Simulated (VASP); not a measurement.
# Si (a cell with a defect) in VASP: single point with PBE

Aim: the single point of Si (a cell with a defect) with PBE.

All numbers are computed with VASP 6.6.1; they aren't measurements. Logs are shortened: lines on timing, memory, paths and dates and some standing lists are left out, and cuts for length are marked.

### 1 The cell of the first run

The cell holds a defect, 63 atoms: a = 10.860 Å, b = 10.860 Å, c = 10.860 Å, α = 90.00°, β = 90.00°, γ = 90.00°.

### 2 Single point, PBE, collinear spin, zero start

Contents of INCAR:

```
  PREC = Accurate
  ENCUT = 520
  EDIFF = 1E-6
  ISMEAR = -1
  SIGMA = 0.05
  LREAL = Auto
  LASPH = T
  NELM = 150
  ALGO = Normal
  ISIF = 2
  LWAVE = F
  LCHARG = T
  ISPIN = 2
  MAGMOM = 0 0 0 0 0 0 0 0 0 0 0 0 0 0 0 0 0 0 0 0 0 0 0 0 0 0 0 0 0 0 0 0 0 0 0 0 0 0 0 0 0 0 0 0 0 0 0 0 0 0 0 0 0 0 0 0 0 0 0 0 0 0 0
  LORBIT = 11
  GGA = PE
  LELF = T
  LVHAR = T
  NBANDS = 167
  NELECT = 251.0
```

Contents of KPOINTS:

```
Automatic mesh
0
Gamma
  1 1 1
```

Contents of POSCAR:

```
Si
1.0
   10.8600000000      0.0000000000      0.0000000000
    0.0000000000     10.8600000000      0.0000000000
    0.0000000000      0.0000000000     10.8600000000
Si
63
Direct
    0.4997764273      0.0002796501     -0.0001049724
    0.6217542357      0.1265429098      0.1261574586
    0.7490502762      0.2485212707     -0.0000575506
    0.8743273481      0.3753818600      0.1251108656
    0.7490516575      0.0003260589      0.2481316759
    0.8743268877      0.1254938306      0.3749947514
    0.0000146409      0.0021319521      0.0017453959
    0.1215739411      0.1340114180      0.1336238490
    0.2479456722      0.2521109576      0.0034526703
    0.3660488029      0.3784824125      0.1336207182
    0.4979274401      0.5000421731      0.0017427256
    0.6250246777      0.6268393186      0.1239693370
    0.7512406077      0.7488157459     -0.0033274401
    0.8732182320      0.8750311234      0.1239688766
    0.2479439227      0.0038413444      0.2517263352
    0.3660393186      0.1340177716      0.3780966851
    0.4962161142      0.2521119705      0.2517256906
    0.6247651934      0.3752797422      0.3748960405
    0.7501931860      0.4999745856      0.2492438306
    0.8904511050      0.6096046041      0.3732185083
    0.4979199816      0.0021368324      0.4996542357
    0.6250233886      0.1243545120      0.6264534070
    0.7501932781      0.2496254144      0.4995885820
    0.8904627072      0.3735984346      0.6092075506
    0.7512387661     -0.0029411602      0.7484319521
    0.8732143646      0.1243555249      0.8746488029
   -0.0000202578      0.5000758748     -0.0003184162
    0.1246742173      0.6257276243      0.1251108656
    0.2515349908      0.7510060773     -0.0000570902
    0.3735127072      0.8783025783      0.1261581031
   -0.0016953959      0.2657617864      0.2653761510
    0.2342985267      0.5017498158      0.2653720074
    0.3745614180      0.6257279006      0.3749952118
    0.4997291897      0.7510051565      0.2481329650
    0.6268223757      0.8732343462      0.3749307551
   -0.0000195212      0.0000681400      0.4996910681
    0.1246753223      0.1254938306      0.6253464088
    0.2342860958      0.2657700737      0.5013699816
    0.3745616943      0.3753812155      0.6253462247
    0.4999884899      0.5000754144      0.4996913444
    0.6285358195      0.6232482505      0.6228617864
    0.7587023020      0.7413549724      0.4964896869
    0.8768078269      0.8715218232      0.6228623389
    0.2515387661      0.0003251381      0.7506190608
    0.3735143646      0.1265417127      0.8779160221
    0.4997305709      0.2485186924      0.7506197053
    0.6268296501      0.3753182320      0.8728406077
    0.7587112339      0.4968754144      0.7409582873
    0.8768092081      0.6232472376      0.8711329650
    0.0000816759      0.7498620626      0.2492441989
    0.1247759669      0.8752913444      0.3748956722
    0.0624019337      0.4376463168      0.4372851750
    0.1264558932      0.6095974217      0.6092121547
    0.2504290976      0.7498621547      0.4995883978
    0.3757022099      0.8750320442      0.6264521179
    0.0000806630      0.2496254144      0.7494790976
    0.1247752302      0.3752802026      0.8749051565
    0.2504295580      0.4999753223      0.7494792818
    0.3757005525      0.6268418048      0.8746483425
    0.5029977901      0.7488168508      0.7484313996
    0.6249764273      0.8750795580      0.8746952118
    0.0031807551      0.7413490792      0.7409615101
    0.1247384899      0.8732296501      0.8728431860
```

Potentials or basis: VASP PAW PBE potentials, release 64 (Si).

The run is started by

```console
cat potpaw_PBE.64/Si/POTCAR > POTCAR
mpirun -np 1 vasp_gam > vasp.out
```

OUTCAR:

```text
PREC = Accurate
   ENCUT = 520
   EDIFF = 1E-6
   ISMEAR = -1
   LREAL = Auto
   LASPH = T
   NELM = 150
   ISIF = 2
   ISPIN = 2
   LORBIT = 11
   GGA = PE
   NELECT = 251.0

 ion  position               nearest neighbor table
   1  0.500  0.000  1.000-  45 2.35   2 2.35  30 2.35  61 2.36
   2  0.622  0.127  0.126-   1 2.35   5 2.35   3 2.35  17 2.36
   3  0.749  0.249  1.000-  26 2.34   2 2.35  47 2.36   4 2.37
   4  0.874  0.375  0.125-  19 2.34  31 2.36  27 2.36   3 2.37
   5  0.749  0.000  0.248-  14 2.34   2 2.35  35 2.36   6 2.37
   6  0.874  0.125  0.375-  23 2.34  31 2.36  36 2.36   5 2.37
[... 43 lines left out ...]
  50  0.000  0.750  0.249-  28 2.34  20 2.36  51 2.36  14 2.37
  51  0.125  0.875  0.375-  36 2.35  15 2.35  50 2.36  54 2.36
  52  0.062  0.438  0.437-  38 2.73  31 2.73  32 2.73  24 2.73  53 2.73  20 2.73
  53  0.126  0.610  0.609-  54 2.36  58 2.36  62 2.43  52 2.73
  54  0.250  0.750  0.500-  33 2.34  53 2.36  51 2.36  55 2.37
  55  0.376  0.875  0.626-  44 2.34  60 2.35  21 2.36  54 2.37
  56  0.000  0.250  0.749-  37 2.34  24 2.36  57 2.36  26 2.37
  57  0.125  0.375  0.875-  27 2.35   9 2.35  58 2.36  56 2.36
  58  0.250  0.500  0.749-  39 2.34  53 2.36  57 2.36  59 2.37
  59  0.376  0.627  0.875-  29 2.34  60 2.35  11 2.36  58 2.37
  60  0.503  0.749  0.748-  61 2.35  59 2.35  55 2.35  41 2.36
  61  0.625  0.875  0.875-  25 2.35  60 2.35  13 2.35   1 2.36
  62  0.003  0.741  0.741-  49 2.35  43 2.35  63 2.42  53 2.43
  63  0.125  0.873  0.873-  29 2.36  44 2.36   7 2.40  62 2.42

  LATTYP: Found a simple cubic cell.
 ALAT       =    10.8600000000

  Lattice vectors:

 A1 = (  10.8600000000,   0.0000000000,   0.0000000000)
 A2 = (   0.0000000000,  10.8600000000,   0.0000000000)
 A3 = (   0.0000000000,   0.0000000000,  10.8600000000)

Analysis of symmetry for initial positions (statically):
=====================================================================
 Subroutine PRICEL returns:
 Original cell was already a primitive cell.

 Routine SETGRP: Setting up the symmetry group for a
 simple cubic supercell.

 Subroutine GETGRP returns: Found  1 space group operations
 (whereof  1 operations were pure point group operations)
 out of a pool of 48 trial point group operations.

The static configuration has the point symmetry C_1 .

Analysis of symmetry for dynamics (positions and initial velocities):
=====================================================================
 Subroutine PRICEL returns:
 Original cell was already a primitive cell.

 Routine SETGRP: Setting up the symmetry group for a
 simple cubic supercell.

 Subroutine GETGRP returns: Found  1 space group operations
 (whereof  1 operations were pure point group operations)
 out of a pool of 48 trial point group operations.

The dynamic configuration has the point symmetry C_1 .

Analysis of structural, dynamic, and magnetic symmetry:
=====================================================================
 Subroutine PRICEL returns:
 Original cell was already a primitive cell.

 Routine SETGRP: Setting up the symmetry group for a
 simple cubic supercell.

 Subroutine GETGRP returns: Found  1 space group operations
 (whereof  1 operations were pure point group operations)
 out of a pool of 48 trial point group operations.

The overall configuration has the point symmetry C_1 .

 Subroutine INISYM returns: Found  1 space group operations
 (whereof  1 operations are pure point group operations),
 and found     1 'primitive' translations

----------------------------------------------------------------------------------------

                                     Primitive cell

  volume of cell :    1280.8241

  direct lattice vectors                    reciprocal lattice vectors
    10.860000000  0.000000000  0.000000000     0.092081031  0.000000000  0.000000000
     0.000000000 10.860000000  0.000000000     0.000000000  0.092081031  0.000000000
     0.000000000  0.000000000 10.860000000     0.000000000  0.000000000  0.092081031
[... 179 lines left out ...]
   LASPH  =      T    aspherical Exc in radial PAW
   ENCUT  =  520.0 eV  38.22 Ry    6.18 a.u.  20.19 20.19 20.19*2*pi/ulx,y,z
   NELM   =    150;   NELMIN=  2; NELMDL= -5     # of ELM steps
   EDIFF  = 0.1E-05   stopping-criterion for ELM
   LREAL  =      T    real-space projection
   EDIFFG = 0.1E-04   stopping-criterion for IOM
   NSW    =      0    number of steps for IOM
   IBRION =     -1    ionic relax: 0-MD 1-quasi-New 2-CG
   NFREE  =      0    steps in history (QN), initial steepest desc. (CG)
   ISIF   =      2    stress and relaxation
   ISYM   =      2    0-nonsym 1-usesym 2-fastsym
   POTIM  = 0.5000    time-step for ionic-motion
   TEBEG  =    0.0;   TEEND  =   0.0 temperature during run
   PSTRESS=    0.0 pullay stress
   NELECT =     251.0000    total number of electrons
   NUPDOWN=      -1.0000    fix difference up-down
   EMIN   =  10.00;   EMAX   =-10.00  energy-range for DOS
   EFERMI =   0.00;   METHOD = LEGACY
   ISMEAR =    -1;   SIGMA  =   0.05  broadening in eV -4-tet -1-fermi 0-gaus
   EFERMI_NEDOS =   21; number of points for ismear=-14 and -15
   IALGO  =     38    algorithm
   IMIX   =      4    mixing-type and parameters
     AMIX     =   0.40;   BMIX     =  1.00
     AMIX_MAG =   1.60;   BMIX_MAG =  1.00
  volume/ion in A,a.u.               =      20.33       137.20
  Fermi-wavevector in a.u.,A,eV,Ry     =   0.950903  1.796946 12.302614  0.904217
  Thomas-Fermi vector in A             =   2.079323
   LORBIT       =     11    0 simple, 1 ext, 2 COOP (PROOUT), +10 PAW based schemes
   GGA     = PE    functional components
   LHFCALC =     F    Hartree Fock is set to
   AEXX    =    0.0000 exact exchange contribution
   IVDW    =     0    specifies the selected vdW correction
   LEPSILON=     F    determine dielectric tensor
   LRPA    =     F    only Hartree local field effects (RPA)
 spin polarized calculation
  energy-cutoff  :      520.00
  volume of cell :     1280.82
 maximum number of plane-waves:     17229
 NGX is ok and might be reduce to    84
   NGX = 41   NGY = 41   NGZ = 41

 number of electron     250.9999997 magnetization       0.0000038

 Free energy of the ion-electron system (eV)
  ---------------------------------------------------
  ext. energy  EPLUGINS =         0.00000000
  ---------------------------------------------------
  free energy    TOTEN  =      -337.97366276 eV

  energy without entropy =     -337.85780021  energy(sigma->0) =     -337.91573149

 E-fermi :   6.0865     XC(G=0):  -9.3329

 val. band max:        5.4848003346   @ k =   0.0000   0.0000   0.0000
 cond. band min:       6.1421047500   @ k =   0.0000   0.0000   0.0000
 fundamental gap:      0.6573044154
 Fermi energy:         6.0864850785

 spin component 1

 k-point     1 :       0.0000    0.0000    0.0000
  band No.  band energies     occupation
      1      -6.1525      1.00000
      2      -5.1095      1.00000
      3      -5.1095      1.00000
      4      -5.0769      1.00000
      5      -5.0769      1.00000
      6      -5.0420      1.00000
[... 129 lines left out ...]
    136       6.8774      0.00000
    137       6.9037      0.00000
 Fermi energy:         6.0864850785

 spin component 2

 k-point     1 :       0.0000    0.0000    0.0000
  band No.  band energies     occupation
      1      -6.1525      1.00000
      2      -5.1095      1.00000
      3      -5.1095      1.00000
      4      -5.0769      1.00000
      5      -5.0769      1.00000
      6      -5.0420      1.00000
[... 129 lines left out ...]
    136       6.8774      0.00000
    137       6.9037      0.00000
 [bands above 137 left out]

------------------------ aborting loop because EDIFF is reached ----------------------------------------

  FORCE on cell =-STRESS in cart. coord.  units (eV):
  Direction    XX          YY          ZZ          XY          YZ          ZX
  --------------------------------------------------------------------------------------
  -------------------------------------------------------------------------------------
  Total       -2.6453804     -2.6457931     -2.6355325      4.1546982     -4.1463418      4.1464490
  in kB       -3.3090950     -3.3096112     -3.2967763      5.1970942     -5.1866412      5.1867753
  external PRESSURE =      -3.3051608 kB  Pullay stress =       0.0000000 kB

 VOLUME and BASIS-vectors are now :
 -----------------------------------------------------------------------------
  energy-cutoff  :      520.00
  volume of cell :     1280.82
      direct lattice vectors                 reciprocal lattice vectors
    10.860000000  0.000000000  0.000000000     0.092081031  0.000000000  0.000000000
     0.000000000 10.860000000  0.000000000     0.000000000  0.092081031  0.000000000
     0.000000000  0.000000000 10.860000000     0.000000000  0.000000000  0.092081031

 POSITION                                       TOTAL-FORCE (eV/Angst)
 -----------------------------------------------------------------------------------
      5.42757      0.00304     10.85886        -0.004119      0.005008     -0.000455
      6.75225      1.37426      1.37007         0.000694     -0.000360      0.000709
      8.13469      2.69894     10.85938         0.002289      0.002864      0.000839
      9.49520      4.07665      1.35870         0.001386      0.000338     -0.000494
      8.13470      0.00354      2.69471         0.001279      0.000173      0.003279
      9.49519      1.36286      4.07244        -0.000097     -0.001868      0.002134
[... 55 lines left out ...]
      0.03454      8.05105      8.04684         0.000153      0.003406      0.002828
      1.35466      9.48327      9.47908         0.001135     -0.001971     -0.000092
 -----------------------------------------------------------------------------------
    total drift:                                0.004949      0.001497     -0.025547

  FREE ENERGIE OF THE ION-ELECTRON SYSTEM (eV)
  ---------------------------------------------------
  free  energy   TOTEN  =      -337.9736627564 eV

  energy  without entropy=     -337.8578002139  energy(sigma->0) =     -337.91573149

 total charge

# of ion       s       p       d       tot
------------------------------------------
    1        0.740   0.953   0.000   1.693
    2        0.740   0.950   0.000   1.690
    3        0.742   0.946   0.000   1.688
    4        0.741   0.951   0.000   1.692
    5        0.742   0.946   0.000   1.688
    6        0.741   0.951   0.000   1.692
[... 55 lines left out ...]
   62        0.743   0.918   0.000   1.662
   63        0.745   0.921   0.000   1.666
--------------------------------------------------
tot         46.851  58.762   0.000 105.613

 magnetization (x)

# of ion       s       p       d       tot
------------------------------------------
    1        0.000   0.000   0.000   0.000
    2       -0.000  -0.000   0.000  -0.000
    3        0.000   0.000   0.000   0.000
    4        0.000  -0.000   0.000   0.000
    5        0.000   0.000   0.000   0.000
    6        0.000  -0.000   0.000  -0.000
[... 55 lines left out ...]
   62        0.000   0.000   0.000   0.000
   63        0.000   0.000   0.000   0.000
--------------------------------------------------
tot          0.000   0.000   0.000   0.000
```

It took 8.2 min on 1 thread of Intel Xeon Platinum 8559C (Emerald Rapids), shared host; peak memory 1.4 GiB.

What came out:

```
Free energy                                           : -337.9737 eV
Largest force                                         : 0.007 eV/Å
Net moment                                            : 0.00 μB per cell
Valence electrons inside the program's atomic spheres : Si 1.69, 1.67, 1.66, 1.63, 1.48 (each value once)
```

Forces in eV/Å, atoms in the order of the input:
```
Si  -0.004  0.005  0.000
Si   0.001  0.000  0.001
Si   0.002  0.003  0.001
Si   0.001  0.000  0.000
Si   0.001  0.000  0.003
Si   0.000 -0.002  0.002
Si  -0.001  0.001  0.000
Si   0.003  0.001  0.000
Si  -0.001  0.001  0.003
Si  -0.001 -0.003  0.000
Si   0.000  0.001  0.000
Si   0.001 -0.001  0.000
Si   0.003 -0.003 -0.002
Si   0.000  0.000  0.000
Si  -0.002  0.002  0.002
Si  -0.001  0.000 -0.005
Si  -0.002  0.002  0.001
Si   0.002 -0.002  0.002
Si   0.001 -0.002 -0.003
Si  -0.003  0.003  0.000
Si   0.000  0.001  0.000
Si   0.000  0.001  0.001
Si   0.001 -0.003 -0.003
Si  -0.002 -0.001  0.004
Si   0.002 -0.002 -0.002
Si   0.000  0.000  0.000
Si   0.000  0.002 -0.005
Si  -0.001  0.000  0.000
Si  -0.003 -0.002  0.001
Si   0.000 -0.001  0.001
Si  -0.004 -0.001  0.000
Si   0.000  0.004  0.000
Si   0.001  0.000  0.002
Si   0.000 -0.002  0.003
Si   0.001 -0.001 -0.002
Si   0.000  0.002 -0.005
Si  -0.001 -0.001  0.000
Si   0.001 -0.001  0.005
Si   0.001  0.001  0.000
Si   0.000  0.002 -0.005
Si  -0.002  0.000  0.000
Si  -0.003  0.002  0.001
Si   0.000  0.002  0.000
Si  -0.003  0.000  0.000
Si   0.000  0.000  0.000
Si   0.000  0.003 -0.001
Si   0.001 -0.001  0.000
Si  -0.003  0.000  0.002
Si   0.001  0.000  0.002
Si   0.002  0.000 -0.003
Si   0.001 -0.002  0.002
Si   0.001  0.000 -0.002
Si   0.001  0.002  0.004
Si   0.003 -0.001 -0.003
Si  -0.001  0.000  0.001
Si   0.002 -0.002 -0.002
Si   0.001 -0.002  0.002
Si   0.002 -0.002 -0.002
Si  -0.001  0.000  0.000
Si   0.002 -0.002 -0.002
Si   0.001 -0.002  0.002
Si   0.000  0.003  0.003
Si   0.001 -0.002  0.000
```

Caveat: the k points lie up to 0.58 Å⁻¹ apart; the cell carries a net charge on a neutralising background, which shifts energy and pressure; the cell is charged against a uniform background, so pressure and absolute levels hang on convention; no moment was typed at the start, so none could form.
